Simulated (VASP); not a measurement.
# GaSb (I-4m2) in VASP: a series of runs

GaSb is run at these levels: LDA; tasks: single point.

Program: VASP 6.6.1. These are calculated values, not measurements. Logs are shortened: lines on timing, memory, paths and dates and some standing lists are left out, and cuts for length are marked.

## 1. The cell of the first run

Symmetry: I-4m2, No. 119, tetragonal system. The conventional cell has a = 5.506 Å, b = 5.506 Å, c = 3.324 Å, α = 90.00°, β = 90.00°, γ = 90.00°. Within 3.8 Å of Ga (site symmetry -4m2) lie 8 Sb at 2.88 to 3.71 Å and 2 Ga at 3.32 Å. Sb (site symmetry -4m2) has 8 Ga at 2.88 to 3.71 Å and 2 Sb at 3.32 Å within 3.8 Å.

## 2. Single point, LDA

Input file INCAR:

```
SYSTEM = GaSb
PREC = Accurate
ENCUT = 520
EDIFF = 1E-7
ISMEAR = 0
SIGMA = 0.15
LREAL = .FALSE.
LASPH = .TRUE.
NELM = 80
ALGO = Normal
ISIF = 2
LWAVE = .FALSE.
LCHARG = .TRUE.
GGA = CA
LELF = .TRUE.
LVHAR = .TRUE.
NBANDS = 16
```

Input file KPOINTS:

```
regular mesh
0
G
  16 16 16
  0 0 0
```

Input file POSCAR:

```
GaSb
1.0
   -2.7531000000      2.7531000000      1.6617500000
    2.7531000000     -2.7531000000      1.6617500000
    2.7531000000      2.7531000000     -1.6617500000
Ga Sb
1 1
Direct
    0.2500000000      0.7500000000      0.5000000000
    0.0000000000      0.0000000000      0.0000000000
```

Potentials or basis: VASP PAW LDA potentials, release 64 (Ga_d, Sb).

Started as:

```console
$ cat potpaw_LDA.64/Ga_d/POTCAR potpaw_LDA.64/Sb/POTCAR > POTCAR
$ mpirun -np 1 vasp_std > vasp.out
```

OUTCAR:

```text
SYSTEM = GaSb
   PREC = Accurate
   ENCUT = 520
   EDIFF = 1E-7
   ISMEAR = 0
   LREAL = .FALSE.
   LASPH = .TRUE.
   NELM = 80
   ISIF = 2
   GGA = CA

 ion  position               nearest neighbor table
   1  0.250  0.750  0.500-   2 2.88   2 2.88   2 2.88   2 2.88
   2  0.000  0.000  0.000-   1 2.88   1 2.88   1 2.88   1 2.88

  LATTYP: Found a body centered tetragonal cell.
 ALAT       =     5.5062000000
 C/A-ratio  =     0.6035923141

  Lattice vectors:

 A1 = (  -2.7531000000,   2.7531000000,   1.6617500000)
 A2 = (   2.7531000000,  -2.7531000000,   1.6617500000)
 A3 = (   2.7531000000,   2.7531000000,  -1.6617500000)

Analysis of symmetry for initial positions (statically):
=====================================================================
 Subroutine PRICEL returns:
 Original cell was already a primitive cell.

 Routine SETGRP: Setting up the symmetry group for a
 body centered tetragonal supercell.

 Subroutine GETGRP returns: Found  8 space group operations
 (whereof  8 operations were pure point group operations)
 out of a pool of 16 trial point group operations.

The static configuration has the point symmetry D_2d.

Analysis of symmetry for dynamics (positions and initial velocities):
=====================================================================
 Subroutine PRICEL returns:
 Original cell was already a primitive cell.

 Routine SETGRP: Setting up the symmetry group for a
 body centered tetragonal supercell.

 Subroutine GETGRP returns: Found  8 space group operations
 (whereof  8 operations were pure point group operations)
 out of a pool of 16 trial point group operations.

The dynamic configuration has the point symmetry D_2d.

 Subroutine INISYM returns: Found  8 space group operations
 (whereof  8 operations are pure point group operations),
 and found     1 'primitive' translations

----------------------------------------------------------------------------------------

                                     Primitive cell

  volume of cell :      50.3813

  direct lattice vectors                    reciprocal lattice vectors
    -2.753100000  2.753100000  1.661750000     0.000000000  0.181613454  0.300887618
     2.753100000 -2.753100000  1.661750000     0.181613454  0.000000000  0.300887618
[... 76 lines left out ...]
   PREC   = accura    normal or accurate (medium, high low for compatibility)
   ISTART =      0    job   : 0-new  1-cont  2-samecut
   ICHARG =      2    charge: 1-file 2-atom 10-const
   ISPIN  =      1    spin polarized calculation?
   LNONCOLLINEAR =      F non collinear calculations
   LSORBIT =      F    spin-orbit coupling
   LASPH  =      T    aspherical Exc in radial PAW
   ENCUT  =  520.0 eV  38.22 Ry    6.18 a.u.   7.87  7.87  7.87*2*pi/ulx,y,z
   NELM   =     80;   NELMIN=  2; NELMDL= -5     # of ELM steps
   EDIFF  = 0.1E-06   stopping-criterion for ELM
   LREAL  =      F    real-space projection
   EDIFFG = 0.1E-05   stopping-criterion for IOM
   NSW    =      0    number of steps for IOM
   IBRION =     -1    ionic relax: 0-MD 1-quasi-New 2-CG
   NFREE  =      0    steps in history (QN), initial steepest desc. (CG)
   ISIF   =      2    stress and relaxation
   ISYM   =      2    0-nonsym 1-usesym 2-fastsym
   POTIM  = 0.5000    time-step for ionic-motion
   TEBEG  =    0.0;   TEEND  =   0.0 temperature during run
   PSTRESS=    0.0 pullay stress
   NELECT =      18.0000    total number of electrons
   NUPDOWN=      -1.0000    fix difference up-down
   EMIN   =  10.00;   EMAX   =-10.00  energy-range for DOS
   EFERMI =   0.00;   METHOD = LEGACY
   ISMEAR =     0;   SIGMA  =   0.15  broadening in eV -4-tet -1-fermi 0-gaus
   EFERMI_NEDOS =   21; number of points for ismear=-14 and -15
   IALGO  =     38    algorithm
   IMIX   =      4    mixing-type and parameters
     AMIX     =   0.40;   BMIX     =  1.00
     AMIX_MAG =   1.60;   BMIX_MAG =  1.00
  volume/ion in A,a.u.               =      25.19       170.00
  Fermi-wavevector in a.u.,A,eV,Ry     =   1.161651  2.195203 18.360161  1.349434
  Thomas-Fermi vector in A             =   2.298221
   LORBIT       =      0    0 simple, 1 ext, 2 COOP (PROOUT), +10 PAW based schemes
   GGA     = CA    functional components
   LHFCALC =     F    Hartree Fock is set to
   AEXX    =    0.0000 exact exchange contribution
   IVDW    =     0    specifies the selected vdW correction
   LEPSILON=     F    determine dielectric tensor
   LRPA    =     F    only Hartree local field effects (RPA)
 non-spin polarized calculation
 Gauss-broadening in eV      SIGMA  =   0.15
  energy-cutoff  :      520.00
  volume of cell :       50.38
 maximum number of plane-waves:      1380
   NGX = 15   NGY = 15   NGZ = 15

 number of electron      18.0000001 magnetization

 Free energy of the ion-electron system (eV)
  ---------------------------------------------------
  ext. energy  EPLUGINS =         0.00000000
  ---------------------------------------------------
  free energy    TOTEN  =        -8.26078678 eV

  energy without entropy =       -8.25169395  energy(sigma->0) =       -8.25624036

 E-fermi :   5.8925     XC(G=0): -10.2560

 val. band max:        5.8912397292   @ k =   0.5000   0.3750   0.0625
 cond. band min:       5.8977110167   @ k =  -0.2500  -0.3125   0.0625
 fundamental gap:      0.0064712874
 Fermi energy:         5.8925404343

 k-point     1 :       0.0000    0.0000    0.0000
  band No.  band energies     occupation
      1      -9.0923      2.00000
      2      -9.0251      2.00000
      3      -9.0161      2.00000
      4      -9.0121      2.00000
      5      -9.0121      2.00000
      6      -5.7384      2.00000
[... 433 lines left out ...]
      3      -9.0157      2.00000
      4      -9.0121      2.00000
      5      -9.0117      2.00000
      6      -5.7043      2.00000
[... 8 lines left out ...]
     15      14.9053      0.00000
     16      16.1681      0.00000

 [... further k-points ...]
[... 5 lines left out ...]
  --------------------------------------------------------------------------------------
  -------------------------------------------------------------------------------------
  Total       -1.6444322     -1.6444322     -2.0248838      0.0000000     -0.0000000      0.0000000
  in kB      -52.2946063    -52.2946063    -64.3933514      0.0000000     -0.0000000      0.0000000
  external PRESSURE =     -56.3275214 kB  Pullay stress =       0.0000000 kB

 VOLUME and BASIS-vectors are now :
 -----------------------------------------------------------------------------
  energy-cutoff  :      520.00
  volume of cell :       50.38
      direct lattice vectors                 reciprocal lattice vectors
    -2.753100000  2.753100000  1.661750000     0.000000000  0.181613454  0.300887618
     2.753100000 -2.753100000  1.661750000     0.181613454  0.000000000  0.300887618
     2.753100000  2.753100000 -1.661750000     0.181613454  0.181613454  0.000000000

 POSITION                                       TOTAL-FORCE (eV/Angst)
 -----------------------------------------------------------------------------------
      2.75310      0.00000      0.83088         0.000000      0.000000      0.000000
      0.00000      0.00000      0.00000        -0.000000     -0.000000     -0.000000
 -----------------------------------------------------------------------------------
    total drift:                                0.000000     -0.000000      0.000000

  FREE ENERGIE OF THE ION-ELECTRON SYSTEM (eV)
  ---------------------------------------------------
  free  energy   TOTEN  =        -8.2607867805 eV

  energy  without entropy=       -8.2516939452  energy(sigma->0) =       -8.25624036
```

Wall time 5.1 min (1 thread of Intel Xeon 8259CL, shared host); peak memory 0.4 GiB.

What came out:

```
Free energy            : -8.2608 eV
Pressure               : -5.6 GPa
Band gap on the k mesh : zero (bands 9 and 10 overlap by 4.70 eV)
```

Caveat: the cell stands under tension; spin-orbit coupling is left out, which moves the levels of the heavy elements.

## 3. Single point, LDA

This run uses another cell than the first one, of 25.38 Å³/atom.

Input file INCAR:

```
SYSTEM = GaSb
ALGO = Normal ; EDIFF = 1E-7
ENCUT = 520 ; GGA = CA
ISIF = 2 ; ISMEAR = 0
LASPH = .TRUE. ; LCHARG = .FALSE.
LREAL = .FALSE. ; LWAVE = .FALSE.
NBANDS = 16 ; NELM = 60
PREC = Accurate ; SIGMA = 0.15
```

Input file KPOINTS:

```
k-points
0
G
  16 16 16
  0 0 0
```

Input file POSCAR:

```
GaSb
1.0
   -2.8158500000      2.8158500000      1.6002000000
    2.8158500000     -2.8158500000      1.6002000000
    2.8158500000      2.8158500000     -1.6002000000
Ga Sb
1 1
Direct
    0.2500000000      0.7500000000      0.5000000000
    0.0000000000      0.0000000000      0.0000000000
```

Potentials or basis: VASP PAW LDA potentials, release 64 (Ga_d, Sb).

Started as:

```console
$ cat potpaw_LDA.64/Ga_d/POTCAR potpaw_LDA.64/Sb/POTCAR > POTCAR
$ mpirun -np 1 vasp_std > vasp.out
```

Run time: 4.2 min. Hardware: 1 thread of Intel Xeon 8259CL, shared host; peak memory 0.4 GiB.

It converged, with:

```yaml
Free_energy: -8.2498 eV
Pressure: -6.1 GPa
Band_gap_on_the_k_mesh: zero (bands 9 and 10 overlap by 4.45 eV)
```

Stress tensor (GPa, compression positive):
```
-6.42  0.00  0.00
 0.00 -6.42  0.00
 0.00  0.00 -5.60
```

Levels at points of the mesh, in eV from the Fermi level:
```tsv
k point	band 7	band 8	band 9	band 10	band 11	band 12
(0.00, 0.00, 0.00)	-3.31	-1.76	-1.76	3.55	4.85	6.68
(0.50, 0.00, 0.00)	-5.32	-2.47	-1.29	-1.07	2.55	3.07
(0.50, 0.50, 0.00)	-7.73	-0.04	1.77	1.82	2.16	4.48
(0.50, 0.50, 0.50)	-5.87	-4.62	-4.62	3.53	5.09	9.56
```

Caveat: the cell stands under tension; spin-orbit coupling is left out, which moves the levels of the heavy elements.
